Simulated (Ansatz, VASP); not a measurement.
**One calculation of GaSb, two programs**

```
CELL_PARAMETERS angstrom
0.00000 3.10723 3.10723
3.10723 0.00000 3.10723
3.10723 3.10723 0.00000
ATOMIC_POSITIONS crystal
Ga 0.00000 0.00000 0.00000
Sb 0.25000 0.25000 0.25000
```

Alike in both runs: task relaxation of cell and atoms; functional LDA; k mesh 11 × 11 × 11; occupations fermi-dirac, width 0.1 eV; no spin polarisation.

|  | VASP | Ansatz |
| --- | --- | --- |
| version | VASP 6.6.1 | Ansatz 0.2.0 |
| potentials or method | VASP PAW LDA potentials, release 64 (Ga_d, Sb) | PAW with Ansatz's default frozen-core files, scalar-relativistic |
| plane-wave cutoff (eV) | 600 | 420 |
| valence electrons in the cell | 18 | 28 |

Ansatz gave:

* relaxed volume (Å³/atom): 27.68
* relaxed cell length with the largest relative difference (Å): 4.278

Problem. Which values does VASP return?

Solution. Relaxed volume (Å³/atom): 27.77; relaxed cell length with the largest relative difference (Å): 4.283.

LDA's correlation is that of Perdew and Zunger in VASP and of Perdew and Wang (1992) in Ansatz. VASP's potentials hold 18 valence electrons a cell and Ansatz's 28, so a difference there can come from the potentials and not from the codes.

Neither program's run includes spin-orbit coupling.
